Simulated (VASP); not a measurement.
# SrTe (Fm-3m) in VASP: a series of runs

The runs below take SrTe through single point, with PBE.

All numbers are computed with VASP 6.6.1; they aren't measurements. Logs are shortened: lines on timing, memory, paths and dates and some standing lists are left out, and cuts for length are marked.

### 1 The cell of the first run

The structure is cubic, space group Fm-3m (No. 225). The conventional cell has a = 6.706 Å, b = 6.706 Å, c = 6.706 Å, α = 90.00°, β = 90.00°, γ = 90.00°. Within 4.4 Å of Sr (site symmetry m-3m) lie 6 Te at 3.35 Å. Te (site symmetry m-3m) has 6 Sr at 3.35 Å within 4.4 Å.

### 2 Single point, PBE

INCAR reads:

```
SYSTEM = SrTe
ALGO     = Normal         ! electronic algorithm
EDIFF    = 1E-6           ! SCF threshold, eV
ENCUT    = 500            ! plane-wave cutoff, eV
GGA      = PE             ! functional
GGA_COMPAT= .FALSE.      
ISIF     = 2              ! what is computed and relaxed
ISMEAR   = 0              ! smearing method
LASPH    = .TRUE.         ! aspherical terms in the spheres
LCHARG   = .FALSE.        ! write CHGCAR
LREAL    = .FALSE.        ! projectors in reciprocal space
LWAVE    = .FALSE.        ! write WAVECAR
NBANDS   = 15             ! bands
NELM     = 120            ! most SCF steps
PREC     = Accurate       ! precision mode
SIGMA    = 0.01           ! smearing width, eV
```

KPOINTS reads:

```
k-points
0
G
  4 4 4
  0 0 0
```

POSCAR reads:

```
SrTe
1.0
    0.0000000000      3.3527582064      3.3527582064
    3.3527582064      0.0000000000      3.3527582064
    3.3527582064      3.3527582064      0.0000000000
Sr Te
1 1
Direct
    0.0000000000      0.0000000000      0.0000000000
    0.5000000000      0.5000000000      0.5000000000
```

Potentials or basis: VASP PAW PBE potentials, release 64 (Sr_sv, Te).

The run is started by

```
> cat potpaw_PBE.64/Sr_sv/POTCAR potpaw_PBE.64/Te/POTCAR > POTCAR
> mpirun -np 1 vasp_std > vasp.out
```

OUTCAR:

```text
SYSTEM = SrTe
   EDIFF = 1E-6
   ENCUT = 500
   GGA = PE
   ISIF = 2
   ISMEAR = 0
   LASPH = .TRUE.
   LREAL = .FALSE.
   NELM = 120
   PREC = Accurate

 ion  position               nearest neighbor table
   1  0.000  0.000  0.000-   2 3.35   2 3.35   2 3.35   2 3.35   2 3.35   2 3.35
   2  0.500  0.500  0.500-   1 3.35   1 3.35   1 3.35   1 3.35   1 3.35   1 3.35

  LATTYP: Found a face centered cubic cell.
 ALAT       =     6.7055164128

  Lattice vectors:

 A1 = (   0.0000000000,   3.3527582064,   3.3527582064)
 A2 = (   3.3527582064,   0.0000000000,   3.3527582064)
 A3 = (   3.3527582064,   3.3527582064,   0.0000000000)

Analysis of symmetry for initial positions (statically):
=====================================================================
 Subroutine PRICEL returns:
 Original cell was already a primitive cell.

 Routine SETGRP: Setting up the symmetry group for a
 face centered cubic supercell.

 Subroutine GETGRP returns: Found 48 space group operations
 (whereof 48 operations were pure point group operations)
 out of a pool of 48 trial point group operations.

The static configuration has the point symmetry O_h .

Analysis of symmetry for dynamics (positions and initial velocities):
=====================================================================
 Subroutine PRICEL returns:
 Original cell was already a primitive cell.

 Routine SETGRP: Setting up the symmetry group for a
 face centered cubic supercell.

 Subroutine GETGRP returns: Found 48 space group operations
 (whereof 48 operations were pure point group operations)
 out of a pool of 48 trial point group operations.

The dynamic configuration has the point symmetry O_h .

 Subroutine INISYM returns: Found 48 space group operations
 (whereof 48 operations are pure point group operations),
 and found     1 'primitive' translations

----------------------------------------------------------------------------------------

                                     Primitive cell

  volume of cell :      75.3766

  direct lattice vectors                    reciprocal lattice vectors
     0.000000000  3.352758206  3.352758206    -0.149130945  0.149130945  0.149130945
     3.352758206  0.000000000  3.352758206     0.149130945 -0.149130945  0.149130945
     3.352758206  3.352758206  0.000000000     0.149130945  0.149130945 -0.149130945

  length of vectors
     4.741516127  4.741516127  4.741516127     0.258302374  0.258302374  0.258302374

  position of ions in fractional coordinates (direct lattice)
     0.000000000  0.000000000  0.000000000
     0.500000000  0.500000000  0.500000000

  ion indices of the primitive-cell ions
   primitive index   ion index
                 1           1
                 2           2

----------------------------------------------------------------------------------------

 KPOINTS: k-points

Automatic generation of k-mesh.
 Grid dimensions read from file:
 generate k-points for:    4    4    4

 Generating k-lattice:

  Cartesian coordinates                     Fractional coordinates (reciprocal lattice)
    -0.037282736  0.037282736  0.037282736     0.250000000  0.000000000  0.000000000
     0.037282736 -0.037282736  0.037282736     0.000000000  0.250000000  0.000000000
     0.037282736  0.037282736 -0.037282736     0.000000000  0.000000000  0.250000000

  Length of vectors
     0.064575593  0.064575593  0.064575593

  Shift w.r.t. Gamma in fractional coordinates (k-lattice)
     0.000000000  0.000000000  0.000000000

 Subroutine IBZKPT returns following result:
 ===========================================

 Found      8 irreducible k-points:

 Following reciprocal coordinates:
            Coordinates               Weight
  0.000000  0.000000  0.000000      1.000000
  0.250000  0.000000  0.000000      8.000000
  0.500000  0.000000  0.000000      4.000000
  0.250000  0.250000  0.000000      6.000000
  0.500000  0.250000  0.000000     24.000000
 -0.250000  0.250000  0.000000     12.000000
  0.500000  0.500000  0.000000      3.000000
 -0.250000  0.500000  0.250000      6.000000
   k-points           NKPTS =      8   k-points in BZ     NKDIM =      8   number of bands    NBANDS=     15
   number of dos      NEDOS =    301   number of ions     NIONS =      2
   total plane-waves  NPLWV =  46656
   dimension x,y,z NGX =    36 NGY =   36 NGZ =   36
   dimension x,y,z NGXF=    72 NGYF=   72 NGZF=   72
   ions per type =               1   1
   NGX,Y,Z   is equivalent  to a cutoff of  12.62, 12.62, 12.62 a.u.
   NGXF,Y,Z  is equivalent  to a cutoff of  25.24, 25.24, 25.24 a.u.
 SYSTEM =  SrTe
   PREC   = accura    normal or accurate (medium, high low for compatibility)
   ISTART =      0    job   : 0-new  1-cont  2-samecut
   ICHARG =      2    charge: 1-file 2-atom 10-const
   ISPIN  =      1    spin polarized calculation?
   LNONCOLLINEAR =      F non collinear calculations
   LSORBIT =      F    spin-orbit coupling
   LASPH  =      T    aspherical Exc in radial PAW
   ENCUT  =  500.0 eV  36.75 Ry    6.06 a.u.   8.64  8.64  8.64*2*pi/ulx,y,z
   NELM   =    120;   NELMIN=  2; NELMDL= -5     # of ELM steps
   EDIFF  = 0.1E-05   stopping-criterion for ELM
   LREAL  =      F    real-space projection
   EDIFFG = 0.1E-04   stopping-criterion for IOM
   NSW    =      0    number of steps for IOM
   IBRION =     -1    ionic relax: 0-MD 1-quasi-New 2-CG
   NFREE  =      0    steps in history (QN), initial steepest desc. (CG)
   ISIF   =      2    stress and relaxation
   ISYM   =      2    0-nonsym 1-usesym 2-fastsym
   POTIM  = 0.5000    time-step for ionic-motion
   TEBEG  =    0.0;   TEEND  =   0.0 temperature during run
   PSTRESS=    0.0 pullay stress
   NELECT =      16.0000    total number of electrons
   NUPDOWN=      -1.0000    fix difference up-down
   EMIN   =  10.00;   EMAX   =-10.00  energy-range for DOS
   EFERMI =   0.00;   METHOD = LEGACY
   ISMEAR =     0;   SIGMA  =   0.01  broadening in eV -4-tet -1-fermi 0-gaus
   EFERMI_NEDOS =   21; number of points for ismear=-14 and -15
   IALGO  =     38    algorithm
   IMIX   =      4    mixing-type and parameters
     AMIX     =   0.40;   BMIX     =  1.00
     AMIX_MAG =   1.60;   BMIX_MAG =  1.00
  volume/ion in A,a.u.               =      37.69       254.33
  Fermi-wavevector in a.u.,A,eV,Ry     =   0.976568  1.845446 12.975679  0.953686
  Thomas-Fermi vector in A             =   2.107197
   LORBIT       =      0    0 simple, 1 ext, 2 COOP (PROOUT), +10 PAW based schemes
   GGA     = PE    functional components
   LHFCALC =     F    Hartree Fock is set to
   AEXX    =    0.0000 exact exchange contribution
   IVDW    =     0    specifies the selected vdW correction
   LEPSILON=     F    determine dielectric tensor
   LRPA    =     F    only Hartree local field effects (RPA)
 non-spin polarized calculation
 Gauss-broadening in eV      SIGMA  =   0.01
  energy-cutoff  :      500.00
  volume of cell :       75.38
 maximum number of plane-waves:      1924
 NGX is ok and might be reduce to    36
   NGX = 17   NGY = 17   NGZ = 17

 number of electron      16.0000000 magnetization

 Free energy of the ion-electron system (eV)
  ---------------------------------------------------
  ext. energy  EPLUGINS =         0.00000000
  ---------------------------------------------------
  free energy    TOTEN  =        -8.25443916 eV

  energy without entropy =       -8.25443916  energy(sigma->0) =       -8.25443916

 E-fermi :   2.8117     XC(G=0):  -8.4326

 val. band max:        2.7193171027   @ k =   0.0000   0.0000   0.0000
 cond. band min:       4.4576290900   @ k =   0.5000   0.5000   0.0000
 fundamental gap:      1.7383119874
 Fermi energy:         2.8117309931

 k-point     1 :       0.0000    0.0000    0.0000
  band No.  band energies     occupation
      1     -32.0281      2.00000
      2     -14.0142      2.00000
      3     -14.0142      2.00000
      4     -14.0142      2.00000
      5      -7.1957      2.00000
      6       2.7193      2.00000
      7       2.7193      2.00000
      8       2.7193      2.00000
      9       5.4805      0.00000
     10       5.9988      0.00000
     11       5.9988      0.00000
     12       5.9988      0.00000
     13       6.6238      0.00000
     14       6.6238      0.00000
     15      10.2116      0.00000

 k-point     2 :       0.2500    0.0000    0.0000
  band No.  band energies     occupation
      1     -32.0262      2.00000
      2     -14.0727      2.00000
      3     -14.0170      2.00000
      4     -14.0170      2.00000
      5      -6.9105      2.00000
      6       1.0148      2.00000
      7       2.0892      2.00000
      8       2.0892      2.00000
      9       5.9327      0.00000
     10       6.7194      0.00000
     11       6.7194      0.00000
     12       7.7810      0.00000
     13       8.0311      0.00000
     14       8.0311      0.00000
     15      10.9484      0.00000

 k-point     3 :       0.5000    0.0000    0.0000
  band No.  band energies     occupation
      1     -32.0243      2.00000
      2     -14.1290      2.00000
      3     -14.0197      2.00000
      4     -14.0197      2.00000
      5      -6.5929      2.00000
      6      -0.0552      2.00000
      7       1.6467      2.00000
      8       1.6467      2.00000
      9       6.5677      0.00000
     10       7.8342      0.00000
     11       8.0139      0.00000
     12       8.0139      0.00000
     13       9.3495      0.00000
     14       9.3495      0.00000
     15      10.4574      0.00000

 k-point     4 :       0.2500    0.2500    0.0000
  band No.  band energies     occupation
      1     -32.0255      2.00000
      2     -14.0612      2.00000
      3     -14.0299      2.00000
      4     -14.0299      2.00000
      5      -6.8965      2.00000
      6       0.9207      2.00000
      7       2.2300      2.00000
      8       2.2300      2.00000
      9       5.0630      0.00000
     10       6.5286      0.00000
     11       7.0150      0.00000
     12       7.7159      0.00000
     13       7.7159      0.00000
     14       9.8057      0.00000
     15      10.6964      0.00000

 k-point     5 :       0.5000    0.2500    0.0000
  band No.  band energies     occupation
      1     -32.0236      2.00000
      2     -14.0979      2.00000
      3     -14.0460      2.00000
      4     -14.0328      2.00000
      5      -6.6791      2.00000
      6       0.5364      2.00000
      7       1.4053      2.00000
      8       1.8096      2.00000
      9       5.6524      0.00000
     10       7.9350      0.00000
     11       8.0844      0.00000
     12       8.2119      0.00000
     13       8.3990      0.00000
     14       8.6981      0.00000
     15      10.4541      0.00000

 k-point     6 :      -0.2500    0.2500    0.0000
  band No.  band energies     occupation
      1     -32.0242      2.00000
      2     -14.0934      2.00000
      3     -14.0493      2.00000
      4     -14.0198      2.00000
      5      -6.6903      2.00000
      6       0.4665      2.00000
      7       1.5341      2.00000
      8       1.7030      2.00000
      9       6.9675      0.00000
     10       7.1866      0.00000
     11       7.2353      0.00000
     12       7.6003      0.00000
     13       8.3573      0.00000
     14      10.4171      0.00000
     15      10.6177      0.00000

 k-point     7 :       0.5000    0.5000    0.0000
  band No.  band energies     occupation
      1     -32.0229      2.00000
      2     -14.0922      2.00000
      3     -14.0459      2.00000
      4     -14.0459      2.00000
      5      -6.7624      2.00000
      6       0.7735      2.00000
      7       1.9903      2.00000
      8       1.9903      2.00000
      9       4.4576      0.00000
     10       6.5472      0.00000
     11       7.5040      0.00000
     12       8.7277      0.00000
     13       8.8029      0.00000
     14       8.8029      0.00000
     15      11.2378      0.00000

 k-point     8 :      -0.2500    0.5000    0.2500
  band No.  band energies     occupation
      1     -32.0229      2.00000
      2     -14.0690      2.00000
      3     -14.0690      2.00000
      4     -14.0531      2.00000
      5      -6.6686      2.00000
      6       1.1750      2.00000
      7       1.1750      2.00000
      8       1.2377      2.00000
      9       6.6339      0.00000
     10       6.6339      0.00000
     11       7.1331      0.00000
     12       8.3572      0.00000
     13       8.8131      0.00000
     14      10.2482      0.00000
     15      10.8329      0.00000

------------------------ aborting loop because EDIFF is reached ----------------------------------------

  FORCE on cell =-STRESS in cart. coord.  units (eV):
  Direction    XX          YY          ZZ          XY          YZ          ZX
  --------------------------------------------------------------------------------------
  -------------------------------------------------------------------------------------
  Total        0.1663500      0.1663500      0.1663500      0.0000000      0.0000000     -0.0000000
  in kB        3.5358731      3.5358731      3.5358731      0.0000000      0.0000000     -0.0000000
  external PRESSURE =       3.5358731 kB  Pullay stress =       0.0000000 kB

 VOLUME and BASIS-vectors are now :
 -----------------------------------------------------------------------------
  energy-cutoff  :      500.00
  volume of cell :       75.38
      direct lattice vectors                 reciprocal lattice vectors
     0.000000000  3.352758206  3.352758206    -0.149130945  0.149130945  0.149130945
     3.352758206  0.000000000  3.352758206     0.149130945 -0.149130945  0.149130945
     3.352758206  3.352758206  0.000000000     0.149130945  0.149130945 -0.149130945

 POSITION                                       TOTAL-FORCE (eV/Angst)
 -----------------------------------------------------------------------------------
      0.00000      0.00000      0.00000        -0.000000      0.000000     -0.000000
      3.35276      3.35276      3.35276         0.000000      0.000000      0.000000
 -----------------------------------------------------------------------------------
    total drift:                                0.000000      0.000000      0.000000

  FREE ENERGIE OF THE ION-ELECTRON SYSTEM (eV)
  ---------------------------------------------------
  free  energy   TOTEN  =        -8.2544391611 eV

  energy  without entropy=       -8.2544391611  energy(sigma->0) =       -8.25443916
```

Run time: 6.2 s. Hardware: 1 thread of AMD EPYC 9R45 (Zen 5), shared host; peak memory 0.17 GiB.

What came out:

```yaml
Free_energy: -8.2544 eV
Pressure: 0.4 GPa
Band_gap_on_the_k_mesh: 1.74 eV, indirect (least direct gap 2.47 eV)
```

Levels at points of the mesh, in eV from the valence-band top:
```
           k point  band 5  band 6  band 7  band 8  band 9  band 10  band 11  band 12
(0.00, 0.00, 0.00)   -9.92    0.00    0.00    0.00    2.76     3.28     3.28     3.28
(0.50, 0.00, 0.00)   -9.31   -2.77   -1.07   -1.07    3.85     5.11     5.29     5.29
(0.50, 0.50, 0.00)   -9.48   -1.95   -0.73   -0.73    1.74     3.83     4.78     6.01
```

Caveat: spin-orbit coupling is left out, which moves the levels of the heavy elements. A k mesh can miss the band edges.

### 3 Single point, PBE

INCAR reads:

```
PREC = Accurate
ENCUT = 500
EDIFF = 1E-6
ISMEAR = 0
SIGMA = 0.01
LREAL = F
LASPH = T
NELM = 120
ALGO = Normal
ISIF = 2
LWAVE = F
LCHARG = F
GGA = PE
NBANDS = 15
GGA_COMPAT = F
```

KPOINTS reads:

```
Automatic mesh
0
Gamma
  4 4 4
```

POSCAR is that of step 2.

Potentials or basis: VASP PAW PBE potentials, release 64 (Sr_sv, Te).

The run is started by

```
> cat potpaw_PBE.64/Sr_sv/POTCAR potpaw_PBE.64/Te/POTCAR > POTCAR
> mpirun -np 1 vasp_std > vasp.out
```

Wall time 6.2 s (1 thread of AMD EPYC 9R45 (Zen 5), shared host); peak memory 0.17 GiB.

Results (log left out):

```
Free energy            : -8.2544 eV
Pressure               : 0.4 GPa
Band gap on the k mesh : 1.74 eV, indirect (least direct gap 2.47 eV)
```

Levels at points of the mesh, in eV from the valence-band top:
```tsv
k point	band 5	band 6	band 7	band 8	band 9	band 10	band 11	band 12
(0.00, 0.00, 0.00)	-9.92	0.00	0.00	0.00	2.76	3.28	3.28	3.28
(0.50, 0.00, 0.00)	-9.31	-2.77	-1.07	-1.07	3.85	5.11	5.29	5.29
(0.50, 0.50, 0.00)	-9.48	-1.95	-0.73	-0.73	1.74	3.83	4.78	6.01
```

Caveat: spin-orbit coupling is left out, which moves the levels of the heavy elements. A k mesh can miss the band edges.
